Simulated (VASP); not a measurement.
# Si (a cell with a defect) in VASP: relaxation of the atoms with PBEsol

Aim: the relaxation of the atoms of Si (a cell with a defect) with PBEsol.

Program: VASP 6.6.1. These are calculated values, not measurements. Logs are shortened: lines on timing, memory, paths and dates and some standing lists are left out, and cuts for length are marked.

### Step 1. The cell of the first run

The cell holds a defect, 31 atoms: a = 9.412 Å, b = 9.412 Å, c = 9.412 Å, α = 109.47°, β = 109.47°, γ = 109.47°.

### Step 2. Relaxation of the atoms, PBEsol (atoms taken out)

File INCAR:

```
PREC     = Accurate       # precision mode
ENCUT    = 520            # plane-wave cutoff, eV
EDIFF    = 1E-6           # SCF threshold, eV
ISMEAR   = 0              # smearing method
SIGMA    = 0.02           # smearing width, eV
LREAL    = Auto         
LASPH    = True           # aspherical terms in the spheres
NELM     = 60             # most SCF steps
ALGO     = Fast           # electronic algorithm
ISIF     = 2              # what is computed and relaxed
LWAVE    = False          # write WAVECAR
LCHARG   = False          # write CHGCAR
GGA      = PS             # functional
IBRION   = 2              # ionic algorithm
NSW      = 80             # ionic steps
EDIFFG   = -0.02          # ionic threshold
NELECT   = 126.0
```

File KPOINTS:

```
Automatic mesh
0
Gamma
  2 2 2
  0.5 0.5 0.5
```

File POSCAR:

```
Si
1.0
   -5.4338342764      5.4338342764     -5.4338342764
    5.4338342764     -5.4338342764     -5.4338342764
   -5.4338342764     -5.4338342764      5.4338342764
Si
31
Direct
    0.5000000000      0.0000000000      0.0000000000
    0.2500000000      1.0000000000      0.5000000000
    1.0000000000      1.0000000000      0.7500000000
    0.7500000000      0.7500000000      0.2500000000
    0.7500000000      1.0000000000      1.0000000000
    0.5000000000      0.7500000000      0.5000000000
    0.2500000000      0.7500000000      0.7500000000
    0.0000000000      0.5000000000      0.2500000000
    1.0000000000      0.7500000000      1.0000000000
    0.7500000000      0.5000000000      0.5000000000
    0.5000000000      0.5000000000      0.7500000000
    0.2500000000      0.2500000000      0.2500000000
    0.2500000000      0.5000000000      0.0000000000
    1.0000000000      0.2500000000      0.5000000000
    0.7500000000      0.2500000000      0.7500000000
    0.5000000000      0.2500000000      0.0000000000
    0.7500000000      0.2500000000      0.5000000000
    0.5000000000      0.2500000000      0.7500000000
    0.2500000000      0.2500000000      0.0000000000
    0.0000000000      0.0000000000      0.5000000000
    0.0000000000      0.2500000000      0.2500000000
    0.7500000000      0.0000000000      0.7500000000
    0.2500000000      0.7500000000      0.5000000000
    0.2500000000      0.0000000000      0.2500000000
    0.0000000000      0.7500000000      0.7500000000
    0.7500000000      0.7500000000      0.0000000000
    0.5000000000      0.5000000000      0.5000000000
    0.5000000000      0.7500000000      0.2500000000
    0.2500000000      0.5000000000      0.7500000000
    0.0000000000      0.5000000000      0.0000000000
    0.7500000000      0.5000000000      0.2500000000
```

Potentials or basis: VASP PAW PBE potentials, release 64 (Si).

Launch:

```
$ cat potpaw_PBE.64/Si/POTCAR > POTCAR
$ mpirun -np 1 vasp_std > vasp.out
```

OUTCAR:

```text
PREC = Accurate
   ENCUT = 520
   EDIFF = 1E-6
   ISMEAR = 0
   LREAL = Auto
   LASPH = True
   NELM = 60
   ISIF = 2
   GGA = PS
   IBRION = 2
   NSW = 80
   EDIFFG = -0.02
   NELECT = 126.0

 ion  position               nearest neighbor table
   1  0.500  0.000  0.000-   5 2.35   7 2.35  16 2.35
   2  0.250  0.000  0.500-  18 2.35  20 2.35  23 2.35  24 2.35
   3  0.000  0.000  0.750-  19 2.35  20 2.35  22 2.35  25 2.35
   4  0.750  0.750  0.250-  20 2.35  26 2.35  28 2.35  31 2.35
   5  0.750  0.000  0.000-   1 2.35  21 2.35  22 2.35  26 2.35
   6  0.500  0.750  0.500-  22 2.35  23 2.35  27 2.35  28 2.35
   7  0.250  0.750  0.750-   1 2.35  23 2.35  25 2.35  29 2.35
   8  0.000  0.500  0.250-  21 2.35  23 2.35  30 2.35  31 2.35
   9  0.000  0.750  0.000-  24 2.35  25 2.35  26 2.35  30 2.35
  10  0.750  0.500  0.500-  17 2.35  25 2.35  27 2.35  31 2.35
  11  0.500  0.500  0.750-  18 2.35  26 2.35  27 2.35  29 2.35
  12  0.250  0.250  0.250-  19 2.35  21 2.35  24 2.35  27 2.35
  13  0.250  0.500  0.000-  19 2.35  28 2.35  29 2.35  30 2.35
  14  0.000  0.250  0.500-  17 2.35  20 2.35  21 2.35  29 2.35
  15  0.750  0.250  0.750-  17 2.35  18 2.35  22 2.35  30 2.35
  16  0.500  0.250  0.000-   1 2.35  18 2.35  19 2.35  31 2.35
  17  0.750  0.250  0.500-  10 2.35  14 2.35  15 2.35
  18  0.500  0.250  0.750-   2 2.35  11 2.35  15 2.35  16 2.35
  19  0.250  0.250  0.000-   3 2.35  12 2.35  13 2.35  16 2.35
  20  0.000  0.000  0.500-   2 2.35   3 2.35   4 2.35  14 2.35
  21  0.000  0.250  0.250-   5 2.35   8 2.35  12 2.35  14 2.35
  22  0.750  0.000  0.750-   3 2.35   5 2.35   6 2.35  15 2.35
  23  0.250  0.750  0.500-   2 2.35   6 2.35   7 2.35   8 2.35
  24  0.250  0.000  0.250-   2 2.35   9 2.35  12 2.35
  25  0.000  0.750  0.750-   3 2.35   7 2.35   9 2.35  10 2.35
  26  0.750  0.750  0.000-   4 2.35   5 2.35   9 2.35  11 2.35
  27  0.500  0.500  0.500-   6 2.35  10 2.35  11 2.35  12 2.35
  28  0.500  0.750  0.250-   4 2.35   6 2.35  13 2.35
  29  0.250  0.500  0.750-   7 2.35  11 2.35  13 2.35  14 2.35
  30  0.000  0.500  0.000-   8 2.35   9 2.35  13 2.35  15 2.35
  31  0.750  0.500  0.250-   4 2.35   8 2.35  10 2.35  16 2.35

  LATTYP: Found a body centered cubic cell.
 ALAT       =    10.8676685528

  Lattice vectors:

 A1 = (  -5.4338342764,   5.4338342764,  -5.4338342764)
 A2 = (   5.4338342764,  -5.4338342764,  -5.4338342764)
 A3 = (  -5.4338342764,  -5.4338342764,   5.4338342764)

Analysis of symmetry for initial positions (statically):
=====================================================================
 Subroutine PRICEL returns:
 Original cell was already a primitive cell.

 Routine SETGRP: Setting up the symmetry group for a
 body centered cubic supercell.

 Subroutine GETGRP returns: Found 24 space group operations
 (whereof  2 operations were pure point group operations)
 out of a pool of 48 trial point group operations.

The static configuration has the point symmetry C_1h.
 The point group associated with its full space group is T_d .

Analysis of symmetry for dynamics (positions and initial velocities):
=====================================================================
 Subroutine PRICEL returns:
 Original cell was already a primitive cell.

 Routine SETGRP: Setting up the symmetry group for a
 body centered cubic supercell.

 Subroutine GETGRP returns: Found 24 space group operations
 (whereof  2 operations were pure point group operations)
 out of a pool of 48 trial point group operations.

The dynamic configuration has the point symmetry C_1h.
 The point group associated with its full space group is T_d .

 Subroutine INISYM returns: Found 24 space group operations
 (whereof  2 operations are pure point group operations),
 and found     1 'primitive' translations

----------------------------------------------------------------------------------------

                                     Primitive cell

  volume of cell :     641.7696

  direct lattice vectors                    reciprocal lattice vectors
    -5.433834276  5.433834276 -5.433834276    -0.092016056  0.000000000 -0.092016056
     5.433834276 -5.433834276 -5.433834276     0.000000000 -0.092016056 -0.092016056
[... 94 lines left out ...]
 ===========================================

 Found      2 irreducible k-points:

 Following reciprocal coordinates:
            Coordinates               Weight
  0.250000  0.250000  0.250000      2.000000
 -0.250000  0.250000  0.250000      6.000000
   k-points           NKPTS =      2   k-points in BZ     NKDIM =      2   number of bands    NBANDS=     79
   number of dos      NEDOS =    301   number of ions     NIONS =     31
   total plane-waves  NPLWV = 343000
   dimension x,y,z NGX =    70 NGY =   70 NGZ =   70
   dimension x,y,z NGXF=   140 NGYF=  140 NGZF=  140
   ions per type =              31
   NGX,Y,Z   is equivalent  to a cutoff of  12.36, 12.36, 12.36 a.u.
   NGXF,Y,Z  is equivalent  to a cutoff of  24.73, 24.73, 24.73 a.u.
 SYSTEM =  unknown system
   PREC   = accura    normal or accurate (medium, high low for compatibility)
   ISTART =      0    job   : 0-new  1-cont  2-samecut
   ICHARG =      2    charge: 1-file 2-atom 10-const
   ISPIN  =      1    spin polarized calculation?
   LNONCOLLINEAR =      F non collinear calculations
   LSORBIT =      F    spin-orbit coupling
   LASPH  =      T    aspherical Exc in radial PAW
   ENCUT  =  520.0 eV  38.22 Ry    6.18 a.u.  17.50 17.50 17.50*2*pi/ulx,y,z
   NELM   =     60;   NELMIN=  2; NELMDL= -5     # of ELM steps
   EDIFF  = 0.1E-05   stopping-criterion for ELM
   LREAL  =      T    real-space projection
   EDIFFG = -.2E-01   stopping-criterion for IOM
   NSW    =     80    number of steps for IOM
   IBRION =      2    ionic relax: 0-MD 1-quasi-New 2-CG
   NFREE  =      1    steps in history (QN), initial steepest desc. (CG)
   ISIF   =      2    stress and relaxation
   ISYM   =      2    0-nonsym 1-usesym 2-fastsym
   POTIM  = 0.5000    time-step for ionic-motion
   TEBEG  =    0.0;   TEEND  =   0.0 temperature during run
   PSTRESS=    0.0 pullay stress
   NELECT =     126.0000    total number of electrons
   NUPDOWN=      -1.0000    fix difference up-down
   EMIN   =  10.00;   EMAX   =-10.00  energy-range for DOS
   EFERMI =   0.00;   METHOD = LEGACY
   ISMEAR =     0;   SIGMA  =   0.02  broadening in eV -4-tet -1-fermi 0-gaus
   EFERMI_NEDOS =   21; number of points for ismear=-14 and -15
   IALGO  =     68    algorithm
   IMIX   =      4    mixing-type and parameters
     AMIX     =   0.40;   BMIX     =  1.00
     AMIX_MAG =   1.60;   BMIX_MAG =  1.00
  volume/ion in A,a.u.               =      20.70       139.71
  Fermi-wavevector in a.u.,A,eV,Ry     =   0.951492  1.798060 12.317867  0.905338
  Thomas-Fermi vector in A             =   2.079967
   LORBIT       =      0    0 simple, 1 ext, 2 COOP (PROOUT), +10 PAW based schemes
   GGA     = PS    functional components
   LHFCALC =     F    Hartree Fock is set to
   AEXX    =    0.0000 exact exchange contribution
   IVDW    =     0    specifies the selected vdW correction
   LEPSILON=     F    determine dielectric tensor
   LRPA    =     F    only Hartree local field effects (RPA)
 conjugate gradient relaxation of ions
 non-spin polarized calculation
 RMM-DIIS sequential band-by-band and
 Gauss-broadening in eV      SIGMA  =   0.02
  energy-cutoff  :      520.00
  volume of cell :      641.77
 maximum number of plane-waves:     17304
 NGX is ok and might be reduce to    70
   NGX = 35   NGY = 35   NGZ = 35

--------------------------------------- Ionic step        1  -------------------------------------------

 number of electron     125.9999994 magnetization

 Free energy of the ion-electron system (eV)
  ---------------------------------------------------
  ext. energy  EPLUGINS =         0.00000000
  ---------------------------------------------------
  free energy    TOTEN  =      -162.38514024 eV

  energy without entropy =     -162.37453996  energy(sigma->0) =     -162.37984010

------------------------ aborting loop because EDIFF is reached ----------------------------------------

  FORCE on cell =-STRESS in cart. coord.  units (eV):
  Direction    XX          YY          ZZ          XY          YZ          ZX
  --------------------------------------------------------------------------------------
  -------------------------------------------------------------------------------------
  Total       16.7656341     16.7656341     16.7656341      0.0000000      0.0000000     -0.0000000
  in kB       41.8553914     41.8553914     41.8553914      0.0000000      0.0000000     -0.0000000
  external PRESSURE =      41.8553914 kB  Pullay stress =       0.0000000 kB
[... 176 lines left out ...]
  FREE ENERGIE OF THE ION-ELECTRON SYSTEM (eV)
  ---------------------------------------------------
  free  energy   TOTEN  =      -162.5503770497 eV

  energy  without entropy=     -162.5397767721  energy(sigma->0) =     -162.54507691

[... ionic steps 4 to 12 ...]

--------------------------------------- Ionic step       13  -------------------------------------------

 number of electron     125.9999999 magnetization

------------------------ aborting loop because EDIFF is reached ----------------------------------------
[... 125 lines left out ...]
--------------------------------------- Ionic step       15  -------------------------------------------

 number of electron     125.9999998 magnetization

 Free energy of the ion-electron system (eV)
  ---------------------------------------------------
  ext. energy  EPLUGINS =         0.00000000
  ---------------------------------------------------
  free energy    TOTEN  =      -162.92515894 eV

  energy without entropy =     -162.91455866  energy(sigma->0) =     -162.91985880

 E-fermi :   5.6633     XC(G=0):  -9.5179

 val. band max:        5.6496206487   @ k =  -0.2500   0.2500   0.2500
 cond. band min:       5.8596900637   @ k =   0.2500   0.2500   0.2500
 fundamental gap:      0.2100694150
 Fermi energy:         5.6633016018

 k-point     1 :       0.2500    0.2500    0.2500
  band No.  band energies     occupation
      1      -5.6044      2.00000
      2      -5.6044      2.00000
      3      -5.6044      2.00000
      4      -5.3665      2.00000
      5      -3.7508      2.00000
      6      -3.7508      2.00000
[... 67 lines left out ...]
     74       7.0815      0.00000
     75       7.0815      0.00000

 k-point     2 :      -0.2500    0.2500    0.2500
  band No.  band energies     occupation
      1      -6.0794      2.00000
      2      -5.0992      2.00000
      3      -5.0469      2.00000
      4      -5.0469      2.00000
      5      -4.9119      2.00000
      6      -4.2084      2.00000
[... 67 lines left out ...]
     74       7.8552      0.00000
     75       7.9009      0.00000
 [bands above 75 left out]

------------------------ aborting loop because EDIFF is reached ----------------------------------------

  FORCE on cell =-STRESS in cart. coord.  units (eV):
  Direction    XX          YY          ZZ          XY          YZ          ZX
  --------------------------------------------------------------------------------------
  -------------------------------------------------------------------------------------
  Total        8.4283747      8.4283747      8.4283747      0.0000000      0.0000000      0.0000000
  in kB       21.0414305     21.0414305     21.0414305      0.0000000      0.0000000      0.0000000
  external PRESSURE =      21.0414305 kB  Pullay stress =       0.0000000 kB
[... 46 lines left out ...]
  FREE ENERGIE OF THE ION-ELECTRON SYSTEM (eV)
  ---------------------------------------------------
  free  energy   TOTEN  =      -162.9251589370 eV

  energy  without entropy=     -162.9145586593  energy(sigma->0) =     -162.91985880

 reached required accuracy - stopping structural energy minimisation
```

Run time: 27 min. Hardware: 1 thread of Oxide Virtual Turin-like, shared host; peak memory 0.72 GiB.

What came out:

| Quantity | Value |
| --- | --- |
| Free energy | -162.9252 eV |
| Energy gained by relaxing | 17.4 meV/atom |
| Ionic steps | 15 |
| Largest force after relaxing | 0.011 eV/Å |

Forces on the atoms (eV/Å):
```
Si  -0.006 -0.006  0.006
Si   0.005  0.002 -0.002
Si   0.000  0.000  0.000
Si   0.002 -0.002  0.005
Si   0.005 -0.002  0.002
Si   0.002  0.005 -0.002
Si  -0.002 -0.002 -0.005
Si   0.000  0.000  0.000
Si  -0.002 -0.005 -0.002
Si  -0.005  0.002  0.002
Si   0.000  0.000  0.000
Si  -0.002  0.002  0.005
Si  -0.005 -0.002 -0.002
Si   0.002 -0.005  0.002
Si   0.002  0.002 -0.005
Si  -0.002  0.005  0.002
Si   0.006  0.006  0.006
Si  -0.001 -0.003  0.001
Si   0.003 -0.001 -0.001
Si  -0.003  0.001 -0.001
Si  -0.001  0.001 -0.003
Si  -0.003 -0.001  0.001
Si  -0.001 -0.001  0.003
Si  -0.006  0.006 -0.006
Si   0.003  0.001  0.001
Si  -0.001  0.003 -0.001
Si   0.001 -0.003 -0.001
Si   0.006 -0.006 -0.006
Si   0.001  0.003  0.001
Si   0.001  0.001  0.003
Si   0.001 -0.001 -0.003
```

The path:
| step | energy change (eV) | largest force (eV/Å) | pressure (GPa) |
| --- | --- | --- | --- |
| 1 | 0.0000 | 0.6233 | 4.19 |
| 2 | -0.1100 | 0.5747 | 4.04 |
| 3 | -0.1652 | 0.4906 | 3.82 |
| 4 | -0.2356 | 0.4405 | 3.64 |
| 5 | -0.3925 | 0.3093 | 3.08 |
| 6 | -0.4590 | 0.3921 | 1.97 |
| 7 | -0.4735 | 0.3513 | 2.30 |
| 8 | -0.5245 | 0.1096 | 2.21 |
| 9 | -0.5285 | 0.0832 | 2.18 |
| 10 | -0.5328 | 0.0479 | 2.16 |
| 11 | -0.5350 | 0.0799 | 2.14 |
| 12 | -0.5378 | 0.0499 | 2.13 |
| 13 | -0.5393 | 0.0389 | 2.12 |
| 14 | -0.5399 | 0.0239 | 2.11 |
| 15 | -0.5400 | 0.0106 | 2.10 |

Final structure:
```
Si
1.0
    -5.43383    5.43383   -5.43383
     5.43383   -5.43383   -5.43383
    -5.43383   -5.43383    5.43383
Si
31
Direct
  0.50000 0.00000 0.03498
  0.25152 0.00000 0.49175
  0.00000 0.00000 0.75000
  0.74175 0.75152 0.25000
  0.74175 0.00000 0.00152
  0.50000 0.75152 0.49175
  0.25825 0.75825 0.75977
  0.00000 0.50000 0.25000
  0.00977 0.75825 0.00825
  0.74848 0.49023 0.49848
  0.50000 0.50000 0.75000
  0.25152 0.24175 0.25000
  0.25825 0.50977 0.00825
  0.99023 0.24848 0.49848
  0.74848 0.24848 0.74023
  0.50000 0.24175 0.00152
  0.71502 0.21502 0.46502
  0.50000 0.24769 0.75045
  0.25231 0.25276 0.00231
  0.00045 0.00000 0.49769
  0.00045 0.24769 0.25000
  0.74769 0.00000 0.75045
  0.25231 0.75231 0.50276
  0.28498 0.00000 0.25000
  0.99955 0.74724 0.74955
  0.75276 0.75231 0.00231
  0.50000 0.50045 0.49769
  0.50000 0.78498 0.25000
  0.24724 0.49955 0.74955
  0.99955 0.49955 0.99724
  0.74769 0.50045 0.25000
```

Caveat: the k points lie up to 0.41 Å⁻¹ apart; the cell carries a net charge on a neutralising background, which shifts energy and pressure; the cell differs from its parent crystal (atoms taken out); the cell is charged against a uniform background, so pressure and absolute levels hang on convention; the PAW data sets were made with another functional, which shifts forces and pressure a little.
